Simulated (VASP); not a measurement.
# Si in VASP: a series of runs, part 2 of 2

VASP 6.6.1. The steps go on from the part before.

## 4. Single point, PBE

INCAR reads:

```
PREC = Accurate
ENCUT = 520
EDIFF = 1E-6
ISMEAR = -1
SIGMA = 0.02
LREAL = F
LASPH = T
NELM = 100
ALGO = Normal
ISIF = 2
LWAVE = F
LCHARG = F
LDIPOL = T
IDIPOL = 3
DIPOL = 0.5 0.5 0.500
GGA = PE
NBANDS = 21
```

KPOINTS reads:

```
regular mesh
0
Gamma
  8 6 1
```

POSCAR reads:

```
Si
1.0
    3.8685410222      0.0000000000      0.0000000000
    0.0000000000      5.4709431802      0.0000000000
    0.0000000000      0.0000000000     19.8685000000
Si
6
Direct
    0.7500000000      0.1250000000      0.4026463744
    0.2500000000      0.8750000000      0.4026463744
    0.2500000000      0.6250000000      0.5000000000
    0.7500000000      0.3750000000      0.5000000000
    0.7500000000      0.1250000000      0.5973536256
    0.2500000000      0.8750000000      0.5973536256
```

Potentials or basis: VASP PAW PBE potentials, release 64 (Si).

The run is started by

```console
$ cat potpaw_PBE.64/Si/POTCAR > POTCAR
$ mpirun -np 1 vasp_std > vasp.out
```

OUTCAR:

```text
PREC = Accurate
   ENCUT = 520
   EDIFF = 1E-6
   ISMEAR = -1
   LREAL = F
   LASPH = T
   NELM = 100
   ISIF = 2
   GGA = PE

 ion  position               nearest neighbor table
   1  0.750  0.125  0.403-   4 2.37   2 2.37   2 2.37
   2  0.250  0.875  0.403-   3 2.37   1 2.37   1 2.37
   3  0.250  0.625  0.500-   2 2.37   6 2.37   4 2.37   4 2.37
   4  0.750  0.375  0.500-   1 2.37   5 2.37   3 2.37   3 2.37
   5  0.750  0.125  0.597-   4 2.37   6 2.37   6 2.37
   6  0.250  0.875  0.597-   3 2.37   5 2.37   5 2.37

  LATTYP: Found a simple orthorhombic cell.
 ALAT       =     3.8685410222
 B/A-ratio  =     1.4142135624
 C/A-ratio  =     5.1359155521

  Lattice vectors:

 A1 = (   3.8685410222,   0.0000000000,   0.0000000000)
 A2 = (   0.0000000000,   5.4709431802,   0.0000000000)
 A3 = (   0.0000000000,   0.0000000000,  19.8685000000)

Analysis of symmetry for initial positions (statically):
=====================================================================
 Subroutine PRICEL returns:
 Original cell was already a primitive cell.

 Routine SETGRP: Setting up the symmetry group for a
 simple orthorhombic supercell.

 Subroutine GETGRP returns: Found  8 space group operations
 (whereof  4 operations were pure point group operations)
 out of a pool of  8 trial point group operations.

The static configuration has the point symmetry C_2h.
 The point group associated with its full space group is D_2h.

Analysis of symmetry for dynamics (positions and initial velocities):
=====================================================================
 Subroutine PRICEL returns:
 Original cell was already a primitive cell.

 Routine SETGRP: Setting up the symmetry group for a
 simple orthorhombic supercell.

 Subroutine GETGRP returns: Found  8 space group operations
 (whereof  4 operations were pure point group operations)
[... 130 lines left out ...]
   LORBIT       =      0    0 simple, 1 ext, 2 COOP (PROOUT), +10 PAW based schemes
   GGA     = PE    functional components
   LHFCALC =     F    Hartree Fock is set to
   AEXX    =    0.0000 exact exchange contribution
   IVDW    =     0    specifies the selected vdW correction
   LEPSILON=     F    determine dielectric tensor
   LRPA    =     F    only Hartree local field effects (RPA)
 non-spin polarized calculation
  energy-cutoff  :      520.00
  volume of cell :      420.51
 maximum number of plane-waves:     11370
 NGX is ok and might be reduce to    30
   NGX = 15   NGY = 21   NGZ = 73

 number of electron      24.0000000 magnetization

 dipolmoment           0.000000      0.000000      0.000000 electrons x Angstroem

 Free energy of the ion-electron system (eV)
  ---------------------------------------------------
  ext. energy  EPLUGINS =         0.00000000
  ---------------------------------------------------
  free energy    TOTEN  =       -28.32948390 eV

  energy without entropy =      -28.31972104  energy(sigma->0) =      -28.32460247

 E-fermi :  -1.7465     XC(G=0):  -3.5865

 val. band max:       -1.7465586687   @ k =   0.1250   0.0000   0.0000
 cond. band min:      -1.7365347323   @ k =   0.2500   0.5000   0.0000
 fundamental gap:      0.0100239364
 Fermi energy:        -1.7464775571

 k-point     1 :       0.0000    0.0000    0.0000
  band No.  band energies     occupation
      1     -12.8310      2.00000
      2     -11.1548      2.00000
      3      -9.7381      2.00000
      4      -8.6249      2.00000
      5      -6.2971      2.00000
      6      -4.9898      2.00000
[... 469 lines left out ...]
     20       2.5620      0.00000
     21       3.5812      0.00000

------------------------ aborting loop because EDIFF is reached ----------------------------------------

 vacuum level on the upper side and lower side of the slab       (xc-potential included)        -0.123        -0.123

  FORCE on cell =-STRESS in cart. coord.  units (eV):
  Direction    XX          YY          ZZ          XY          YZ          ZX
  --------------------------------------------------------------------------------------
  -------------------------------------------------------------------------------------
  Total       -1.5756111     -1.5341137     -2.0204342     -0.0000000      0.0000000      0.0000000
  in kB       -6.0032318     -5.8451227     -7.6980515     -0.0000000      0.0000000      0.0000000
  external PRESSURE =      -6.5154687 kB  Pullay stress =       0.0000000 kB

 VOLUME and BASIS-vectors are now :
 -----------------------------------------------------------------------------
  energy-cutoff  :      520.00
  volume of cell :      420.51
      direct lattice vectors                 reciprocal lattice vectors
     3.868541022  0.000000000  0.000000000     0.258495385  0.000000000  0.000000000
     0.000000000  5.470943180  0.000000000     0.000000000  0.182783839  0.000000000
     0.000000000  0.000000000 19.868500000     0.000000000  0.000000000  0.050330926

 POSITION                                       TOTAL-FORCE (eV/Angst)
 -----------------------------------------------------------------------------------
      2.90141      0.68387      7.99998         0.000000     -0.583267      0.259709
      0.96714      4.78708      7.99998        -0.000000      0.583267      0.259709
      0.96714      3.41934      9.93425         0.000000      0.044339     -0.000000
      2.90141      2.05160      9.93425        -0.000000     -0.044339      0.000000
      2.90141      0.68387     11.86852        -0.000000     -0.583267     -0.259709
      0.96714      4.78708     11.86852        -0.000000      0.583267     -0.259709
 -----------------------------------------------------------------------------------
    total drift:                               -0.000000      0.000000      0.000000

  FREE ENERGIE OF THE ION-ELECTRON SYSTEM (eV)
  ---------------------------------------------------
  free  energy   TOTEN  =       -28.3294838991 eV

  energy  without entropy=      -28.3197210421  energy(sigma->0) =      -28.32460247

 vacuum level on the upper side and lower side of the slab         2.933         2.933
```

stdout:

```text
POSCAR found type information on POSCAR Si
 POSCAR found :  1 types and       6 ions
 scaLAPACK will be used
 LDA part: xc-table for (Slater+PW92), standard interpolation
 POSCAR, INCAR and KPOINTS ok, starting setup
 FFT: planning ... GRIDC
 FFT: planning ... GRID_SOFT
 FFT: planning ... GRID
 WAVECAR not read
 entering main loop
```

Wall time 2.3 min (1 thread of AMD EPYC 9R45 (Zen 5), shared host); peak memory 0.47 GiB.

Results:

- Free energy: -28.3295 eV
- Largest force: 0.638 eV/Å
- Band gap on the k mesh: zero (band 12 reaches -1.70 eV, above the bottom of band 13 at -1.98 eV)

Forces on the atoms (eV/Å):
```
Si   0.000 -0.583  0.260
Si   0.000  0.583  0.260
Si   0.000  0.044  0.000
Si   0.000 -0.044  0.000
Si   0.000 -0.583 -0.260
Si   0.000  0.583 -0.260
```

Levels at points of the mesh, in eV from the Fermi level:
```tsv
k point	band 10	band 11	band 12	band 13	band 14	band 15
(0.00, 0.00, 0.00)	-0.76	-0.72	-0.20	0.21	1.40	1.81
(0.50, 0.00, 0.00)	-2.32	-0.78	-0.78	0.39	0.39	2.03
(0.00, 0.50, 0.00)	-0.99	-0.55	-0.44	0.44	0.48	2.21
(0.50, 0.50, 0.00)	-2.43	-0.67	-0.67	0.53	0.53	3.41
```

## 5. Single point, PBE

INCAR reads:

```
ALGO = Normal
DIPOL = 0.5 0.5 0.500
EDIFF = 1E-7
ENCUT = 520
GGA = PE
IDIPOL = 3
ISIF = 2
ISMEAR = -1
LASPH = T
LCHARG = T
LDIPOL = T
LELF = T
LREAL = F
LVACPOTAV = T
LVHAR = T
LWAVE = F
NBANDS = 21
NELM = 100
PREC = Accurate
SIGMA = 0.02
```

KPOINTS reads:

```
k-points
0
Gamma
  8 6 1
```

POSCAR reads:

```
Si
1.0
    3.8685410222      0.0000000000      0.0000000000
    0.0000000000      5.4709431802      0.0000000000
    0.0000000000      0.0000000000     19.8685000000
Si
6
Direct
    0.7500000000      0.1155783311      0.4082130297
    0.2500000000      0.8844216689      0.4082130297
    0.2500000000      0.6198304794      0.4999999970
    0.7500000000      0.3801695206      0.4999999970
    0.7500000000      0.1155783125      0.5917869733
    0.2500000000      0.8844216875      0.5917869733
```

The run is started by

```console
$ cat potpaw_PBE.64/Si/POTCAR > POTCAR
$ mpirun -np 1 vasp_std > vasp.out
```

Run time: 2.7 min. Hardware: 1 thread of AMD EPYC 9R45 (Zen 5), shared host; peak memory 0.47 GiB.

Results (log left out):

- Free energy: -28.4472 eV
- Largest force: 0.005 eV/Å
- Band gap on the k mesh: zero (band 12 reaches -1.73 eV, above the bottom of band 13 at -1.89 eV)

Forces on the atoms (eV/Å):
```
Si   0.000  0.000  0.005
Si   0.000  0.000  0.005
Si   0.000 -0.001  0.000
Si   0.000  0.001  0.000
Si   0.000  0.000 -0.005
Si   0.000  0.000 -0.005
```

Levels at points of the mesh, in eV from the Fermi level:
| k point | band 10 | band 11 | band 12 | band 13 | band 14 | band 15 |
| --- | --- | --- | --- | --- | --- | --- |
| (0.00, 0.00, 0.00) | -0.69 | -0.47 | -0.35 | 0.32 | 1.07 | 2.19 |
| (0.50, 0.00, 0.00) | -2.35 | -0.89 | -0.89 | 0.56 | 0.56 | 2.07 |
| (0.00, 0.50, 0.00) | -1.33 | -0.79 | -0.42 | 0.47 | 0.82 | 2.15 |
| (0.50, 0.50, 0.00) | -2.53 | -0.56 | -0.56 | 0.74 | 0.74 | 3.31 |
